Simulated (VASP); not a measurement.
# CdGeAs2 (I-42d) in VASP: single point with PBE+D3(BJ)

Aim: the single point of CdGeAs2 with PBE+D3(BJ).

Everything below comes from runs of VASP 6.6.1. Logs are shortened: lines on timing, memory, paths and dates and some standing lists are left out, and cuts for length are marked.

### Step 1. The cell of the first run

It takes space group I-42d (No. 122, tetragonal). Conventional cell: a = 5.971 Å, b = 5.971 Å, c = 11.310 Å, α = 90.00°, β = 90.00°, γ = 90.00°. Cd (site symmetry -4) has 4 As at 2.64 Å within 3.5 Å. Ge (site symmetry -4) has 4 As at 2.45 Å within 3.2 Å. Within 3.2 Å of As (site symmetry 2) lie 2 Ge at 2.45 Å and 2 Cd at 2.64 Å.

### Step 2. Single point, PBE+D3(BJ)

Contents of INCAR:

```
  PREC = Accurate
  ENCUT = 520
  EDIFF = 1E-6
  ISMEAR = 0
  SIGMA = 0.01
  LREAL = False
  LASPH = True
  NELM = 80
  ALGO = Normal
  ISIF = 2
  LWAVE = False
  LCHARG = False
  GGA = PE
  IVDW = 12
  NBANDS = 46
```

Contents of KPOINTS:

```
regular mesh
0
Gamma
  8 8 8
```

Contents of POSCAR:

```
CdGeAs2
1.0
   -2.9857292631      2.9857292631      5.6549529091
    2.9857292631     -2.9857292631      5.6549529091
    2.9857292631      2.9857292631     -5.6549529091
Cd Ge As
2 2 4
Direct
    0.2500000000      0.7500000000      0.5000000000
    0.5000000000      0.5000000000      0.0000000000
    0.0000000000      0.0000000000      0.0000000000
    0.7500000000      0.2500000000      0.5000000000
    0.8750000000      0.3487696611      0.9737696611
    0.6512303389      0.6250000000      0.5262303389
    0.3750000000      0.9012303389      0.0262303389
    0.0987696611      0.1250000000      0.4737696611
```

Potentials or basis: VASP PAW PBE potentials, release 64 (Cd, Ge_d, As).

The run is started by

```sh
$ cat potpaw_PBE.64/Cd/POTCAR potpaw_PBE.64/Ge_d/POTCAR potpaw_PBE.64/As/POTCAR > POTCAR
$ mpirun -np 1 vasp_std > vasp.out
```

OUTCAR:

```text
PREC = Accurate
   ENCUT = 520
   EDIFF = 1E-6
   ISMEAR = 0
   LREAL = False
   LASPH = True
   NELM = 80
   ISIF = 2
   GGA = PE
   IVDW = 12
 IVDW          = 12

 ion  position               nearest neighbor table
   1  0.250  0.750  0.500-   7 2.64   6 2.64   8 2.64   5 2.64
   2  0.500  0.500  0.000-   6 2.64   5 2.64   7 2.64   8 2.64
   3  0.000  0.000  0.000-   5 2.45   8 2.45   7 2.45   6 2.45
   4  0.750  0.250  0.500-   5 2.45   8 2.45   7 2.45   6 2.45
   5  0.875  0.349  0.974-   3 2.45   4 2.45   1 2.64   2 2.64
   6  0.651  0.625  0.526-   3 2.45   4 2.45   1 2.64   2 2.64
   7  0.375  0.901  0.026-   3 2.45   4 2.45   2 2.64   1 2.64
   8  0.099  0.125  0.474-   3 2.45   4 2.45   2 2.64   1 2.64

  LATTYP: Found a body centered tetragonal cell.
 ALAT       =     5.9714585262
 C/A-ratio  =     1.8939938657

  Lattice vectors:

 A1 = (  -2.9857292631,   2.9857292631,   5.6549529091)
 A2 = (   2.9857292631,  -2.9857292631,   5.6549529091)
 A3 = (   2.9857292631,   2.9857292631,  -5.6549529091)

Analysis of symmetry for initial positions (statically):
=====================================================================
 Subroutine PRICEL returns:
 Original cell was already a primitive cell.

 Routine SETGRP: Setting up the symmetry group for a
 body centered tetragonal supercell.

 Subroutine GETGRP returns: Found  8 space group operations
 (whereof  4 operations were pure point group operations)
 out of a pool of 16 trial point group operations.

The static configuration has the point symmetry S_4 .
 The point group associated with its full space group is D_2d.

Analysis of symmetry for dynamics (positions and initial velocities):
=====================================================================
 Subroutine PRICEL returns:
 Original cell was already a primitive cell.

 Routine SETGRP: Setting up the symmetry group for a
 body centered tetragonal supercell.

 Subroutine GETGRP returns: Found  8 space group operations
 (whereof  4 operations were pure point group operations)
 out of a pool of 16 trial point group operations.

The dynamic configuration has the point symmetry S_4 .
 The point group associated with its full space group is D_2d.

 Subroutine INISYM returns: Found  8 space group operations
 (whereof  4 operations are pure point group operations),
 and found     1 'primitive' translations

----------------------------------------------------------------------------------------

                                     Primitive cell

  volume of cell :     201.6461

  direct lattice vectors                    reciprocal lattice vectors
    -2.985729263  2.985729263  5.654952909     0.000000000  0.167463275  0.088418066
     2.985729263 -2.985729263  5.654952909     0.167463275  0.000000000  0.088418066
     2.985729263  2.985729263 -5.654952909     0.167463275  0.167463275  0.000000000

  length of vectors
     7.057453568  7.057453568  7.057453568     0.189371864  0.189371864  0.236828834

  position of ions in fractional coordinates (direct lattice)
     0.250000000  0.750000000  0.500000000
     0.500000000  0.500000000  0.000000000
     0.000000000  0.000000000  0.000000000
     0.750000000  0.250000000  0.500000000
     0.875000000  0.348769661  0.973769661
     0.651230339  0.625000000  0.526230339
     0.375000000  0.901230339  0.026230339
     0.098769661  0.125000000  0.473769661

  ion indices of the primitive-cell ions
   primitive index   ion index
                 1           1
                 2           2
                 3           3
                 4           4
                 5           5
                 6           6
                 7           7
                 8           8

----------------------------------------------------------------------------------------

 KPOINTS: regular mesh

Automatic generation of k-mesh.
 Grid dimensions read from file:
 generate k-points for:    8    8    8

 Generating k-lattice:

  Cartesian coordinates                     Fractional coordinates (reciprocal lattice)
     0.000000000  0.020932909  0.011052258     0.125000000  0.000000000  0.000000000
     0.020932909  0.000000000  0.011052258     0.000000000  0.125000000  0.000000000
     0.020932909  0.020932909  0.000000000     0.000000000  0.000000000  0.125000000

  Length of vectors
     0.023671483  0.023671483  0.029603604

  Shift w.r.t. Gamma in fractional coordinates (k-lattice)
     0.000000000  0.000000000  0.000000000

 Subroutine IBZKPT returns following result:
 ===========================================

 Found     59 irreducible k-points:

 Following reciprocal coordinates:
            Coordinates               Weight
  0.000000  0.000000  0.000000      1.000000
  0.125000 -0.000000  0.000000      8.000000
  0.250000 -0.000000  0.000000      8.000000
  0.375000 -0.000000  0.000000      8.000000
  0.500000 -0.000000  0.000000      4.000000
  0.125000  0.125000  0.000000      8.000000
[... 16 lines left out ...]
  0.250000  0.125000  0.125000     16.000000
  0.375000  0.125000  0.125000      8.000000
 [... further k-points ...]
   k-points           NKPTS =     59   k-points in BZ     NKDIM =     59   number of bands    NBANDS=     46
   number of dos      NEDOS =    301   number of ions     NIONS =      8
   total plane-waves  NPLWV = 157464
   dimension x,y,z NGX =    54 NGY =   54 NGZ =   54
   dimension x,y,z NGXF=   108 NGYF=  108 NGZF=  108
   ions per type =               2   2   4
   NGX,Y,Z   is equivalent  to a cutoff of  12.72, 12.72, 12.72 a.u.
   NGXF,Y,Z  is equivalent  to a cutoff of  25.44, 25.44, 25.44 a.u.
 SYSTEM =  unknown system
   PREC   = accura    normal or accurate (medium, high low for compatibility)
   ISTART =      0    job   : 0-new  1-cont  2-samecut
   ICHARG =      2    charge: 1-file 2-atom 10-const
   ISPIN  =      1    spin polarized calculation?
   LNONCOLLINEAR =      F non collinear calculations
   LSORBIT =      F    spin-orbit coupling
   LASPH  =      T    aspherical Exc in radial PAW
   ENCUT  =  520.0 eV  38.22 Ry    6.18 a.u.  13.12 13.12 13.12*2*pi/ulx,y,z
   NELM   =     80;   NELMIN=  2; NELMDL= -5     # of ELM steps
   EDIFF  = 0.1E-05   stopping-criterion for ELM
   LREAL  =      F    real-space projection
   EDIFFG = 0.1E-04   stopping-criterion for IOM
   NSW    =      0    number of steps for IOM
   IBRION =     -1    ionic relax: 0-MD 1-quasi-New 2-CG
   NFREE  =      0    steps in history (QN), initial steepest desc. (CG)
   ISIF   =      2    stress and relaxation
   ISYM   =      2    0-nonsym 1-usesym 2-fastsym
   POTIM  = 0.5000    time-step for ionic-motion
   TEBEG  =    0.0;   TEEND  =   0.0 temperature during run
   PSTRESS=    0.0 pullay stress
   NELECT =      72.0000    total number of electrons
   NUPDOWN=      -1.0000    fix difference up-down
   EMIN   =  10.00;   EMAX   =-10.00  energy-range for DOS
   EFERMI =   0.00;   METHOD = LEGACY
   ISMEAR =     0;   SIGMA  =   0.01  broadening in eV -4-tet -1-fermi 0-gaus
   EFERMI_NEDOS =   21; number of points for ismear=-14 and -15
   IALGO  =     38    algorithm
   IMIX   =      4    mixing-type and parameters
     AMIX     =   0.40;   BMIX     =  1.00
     AMIX_MAG =   1.60;   BMIX_MAG =  1.00
  volume/ion in A,a.u.               =      25.21       170.10
  Fermi-wavevector in a.u.,A,eV,Ry     =   1.161419  2.194764 18.352829  1.348895
  Thomas-Fermi vector in A             =   2.297992
   LORBIT       =      0    0 simple, 1 ext, 2 COOP (PROOUT), +10 PAW based schemes
   GGA     = PE    functional components
   LHFCALC =     F    Hartree Fock is set to
   AEXX    =    0.0000 exact exchange contribution
   IVDW    =    12    specifies the selected vdW correction
   LEPSILON=     F    determine dielectric tensor
   LRPA    =     F    only Hartree local field effects (RPA)
 non-spin polarized calculation
 Gauss-broadening in eV      SIGMA  =   0.01
  energy-cutoff  :      520.00
  volume of cell :      201.65
 maximum number of plane-waves:      5452
 NGX is ok and might be reduce to    54
   NGX = 27   NGY = 27   NGZ = 27

 number of electron      72.0000011 magnetization

 Free energy of the ion-electron system (eV)
  ---------------------------------------------------
  ext. energy  EPLUGINS =         0.00000000
  ---------------------------------------------------
  free energy    TOTEN  =       -29.89484363 eV

  energy without entropy =      -29.89484363  energy(sigma->0) =      -29.89484363

 E-fermi :   3.0147     XC(G=0):  -9.3307

 val. band max:        2.9590197990   @ k =   0.1250  -0.0000   0.0000
 cond. band min:       3.0915519598   @ k =   0.0000   0.0000   0.0000
 fundamental gap:      0.1325321607
 Fermi energy:         3.0147331145

 k-point     1 :       0.0000    0.0000    0.0000
  band No.  band energies     occupation
      1     -21.8871      2.00000
      2     -21.8871      2.00000
      3     -21.8869      2.00000
      4     -21.8830      2.00000
      5     -21.8803      2.00000
      6     -21.8803      2.00000
[... 38 lines left out ...]
     45       7.8706      0.00000
     46       7.8706      0.00000

 k-point     2 :       0.1250   -0.0000    0.0000
  band No.  band energies     occupation
      1     -21.8872      2.00000
      2     -21.8869      2.00000
      3     -21.8868      2.00000
      4     -21.8830      2.00000
      5     -21.8805      2.00000
      6     -21.8803      2.00000
[... 38 lines left out ...]
     45       7.7804      0.00000
     46       7.9569      0.00000

 k-point     3 :       0.2500   -0.0000    0.0000
  band No.  band energies     occupation
      1     -21.8874      2.00000
      2     -21.8868      2.00000
      3     -21.8864      2.00000
      4     -21.8830      2.00000
      5     -21.8811      2.00000
      6     -21.8801      2.00000
[... 1018 lines left out ...]
     45       8.0398      0.00000
     46       8.3833      0.00000

 k-point    24 :       0.3750    0.1250    0.1250
  band No.  band energies     occupation
      1     -21.8871      2.00000
      2     -21.8868      2.00000
      3     -21.8852      2.00000
      4     -21.8828      2.00000
      5     -21.8824      2.00000
      6     -21.8808      2.00000
[... 38 lines left out ...]
     45       7.9971      0.00000
     46       8.5129      0.00000

 [... further k-points ...]

------------------------ aborting loop because EDIFF is reached ----------------------------------------

 Edisp (eV)   -2.68916

 E8    (eV) :    -1.1688

  FORCE on cell =-STRESS in cart. coord.  units (eV):
  Direction    XX          YY          ZZ          XY          YZ          ZX
  --------------------------------------------------------------------------------------
  -------------------------------------------------------------------------------------
  Total       0.28671     0.28671     0.24852     0.00000     0.00000     0.00000
  in kB       2.27809     2.27809     1.97465     0.00000     0.00000     0.00000
  external pressure =        2.18 kB  Pullay stress =        0.00 kB

 VOLUME and BASIS-vectors are now :
 -----------------------------------------------------------------------------
  energy-cutoff  :      520.00
  volume of cell :      201.65
      direct lattice vectors                 reciprocal lattice vectors
    -2.985729263  2.985729263  5.654952909     0.000000000  0.167463275  0.088418066
     2.985729263 -2.985729263  5.654952909     0.167463275  0.000000000  0.088418066
     2.985729263  2.985729263 -5.654952909     0.167463275  0.167463275  0.000000000

 POSITION                                       TOTAL-FORCE (eV/Angst)
 -----------------------------------------------------------------------------------
      2.98573     -0.00000      2.82748         0.000000     -0.000000     -0.000000
      0.00000      0.00000      5.65495        -0.000000      0.000000      0.000000
      0.00000      0.00000      0.00000         0.000000      0.000000      0.000000
     -0.00000      2.98573      2.82748        -0.000000      0.000000      0.000000
      1.33623      4.47859      1.41374        -0.011370      0.000000     -0.000000
      1.49286      1.64950      4.24121         0.000000      0.011370     -0.000000
      1.64950     -1.49286      7.06869         0.011370      0.000000     -0.000000
      1.49286      1.33623     -1.41374         0.000000     -0.011370     -0.000000
 -----------------------------------------------------------------------------------
    total drift:                               -0.000002     -0.000002     -0.000000

  FREE ENERGIE OF THE ION-ELECTRON SYSTEM (eV)
  ---------------------------------------------------
  free  energy   TOTEN  =       -32.5840028597 eV

  energy  without entropy=      -32.5840028597  energy(sigma->0) =      -32.58400286
```

Run time: 28 min. Hardware: 1 thread of Intel Xeon 8259CL, shared host; peak memory 0.67 GiB.

What came out:

| Property | Result |
| --- | --- |
| Free energy | -32.5840 eV |
| Pressure | 0.2 GPa |
| Largest force | 0.011 eV/Å |
| Band gap on the k mesh | 0.13 eV (least direct gap 0.23 eV) |
| Dispersion energy per atom | -0.336 eV |

Forces in eV/Å, atoms in the order of the input:
```
Cd   0.000  0.000  0.000
Cd   0.000  0.000  0.000
Ge   0.000  0.000  0.000
Ge   0.000  0.000  0.000
As  -0.011  0.000  0.000
As   0.000  0.011  0.000
As   0.011  0.000  0.000
As   0.000 -0.011  0.000
```

Caveat: semilocal functionals underestimate gaps, and a narrow one can read as zero.
